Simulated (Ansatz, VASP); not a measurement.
## MnO: VASP beside Ansatz

File INCAR:

```
PREC     = Accurate       # precision mode
ENCUT    = 700            # plane-wave cutoff, eV
EDIFF    = 1E-6           # SCF threshold, eV
ISMEAR   = -1             # smearing method
SIGMA    = 0.05           # smearing width, eV
LREAL    = F              # projectors in reciprocal space
LASPH    = T              # aspherical terms in the spheres
NELM     = 200            # most SCF steps
ALGO     = Normal         # electronic algorithm
ISIF     = 2              # what is computed and relaxed
LWAVE    = F              # write WAVECAR
LCHARG   = F              # write CHGCAR
ISPIN    = 2              # spin polarisation
MAGMOM   = 4 0            # initial moments
LORBIT   = 11             # projections on sites
LMAXMIX  = 4              # l up to which the mixer works
GGA      = CA             # functional
NBANDS   = 22             # bands
GGA_COMPAT= F
```

The input KPOINTS:

```
regular mesh
0
Gamma
  10 10 10
```

File POSCAR:

```
MnO
1.0
    0.0000000000      2.2531730023      2.2531730023
    2.2531730023      0.0000000000      2.2531730023
    2.2531730023      2.2531730023      0.0000000000
Mn O
1 1
Direct
    0.0000000000      0.0000000000      0.0000000000
    0.5000000000      0.5000000000      0.5000000000
```

File input.yaml:

```yaml
crystal:
  lattice:
    - [0.0, 2.2531730023, 2.2531730023]
    - [2.2531730023, 0.0, 2.2531730023]
    - [2.2531730023, 2.2531730023, 0.0]
  atoms:
    - { symbol: Mn, position: [0.0, 0.0, 0.0], spin: 4.0 }
    - { symbol: O, position: [0.5, 0.5, 0.5] }
hamiltonian:
  xc: lda
  pseudopotentials: { kind: paw }
magnetization:
  spin_polarized: true
kpoints:
  mp_grid: { grid: [10, 10, 10] }
scf:
  occupations: { method: fermi_dirac, width: 0.05 }
output:
  forces: true
  stress: true
  eigenvalues: true
```

Alike in both runs: task single point; functional LDA; k mesh 10 × 10 × 10; occupations fermi-dirac, width 0.05 eV; collinear spin.

|  | VASP | Ansatz |
| --- | --- | --- |
| version | VASP 6.6.1 | Ansatz 0.2.0 |
| potentials or method | VASP PAW LDA potentials, release 64 (Mn_sv, O) | Ansatz PAW |
| plane-wave cutoff (eV) | 700 | 420 |
| valence electrons in the cell | 21 | 21 |

Ansatz gave:

| Item | Value |
| --- | --- |
| gap on the k mesh at the Fermi level (eV) | none |
| pressure (GPa) | -18.5 |
| net moment per atom (μB) | 2.37 |
| size of the moment on the site where the two differ most (μB) | 0.24 |

Task: Estimate VASP's values.

Result: gap on the k mesh at the Fermi level (eV): none; pressure (GPa): -20.6; net moment per atom (μB): 2.33; size of the moment on the site where the two differ most (μB): 0.19.

LDA's correlation is that of Perdew and Zunger in VASP and of Perdew and Wang (1992) in Ansatz. Site moments also hang on the region over which each program counts them. A gap of «none» marks a metal or a gap that the smearing closes.
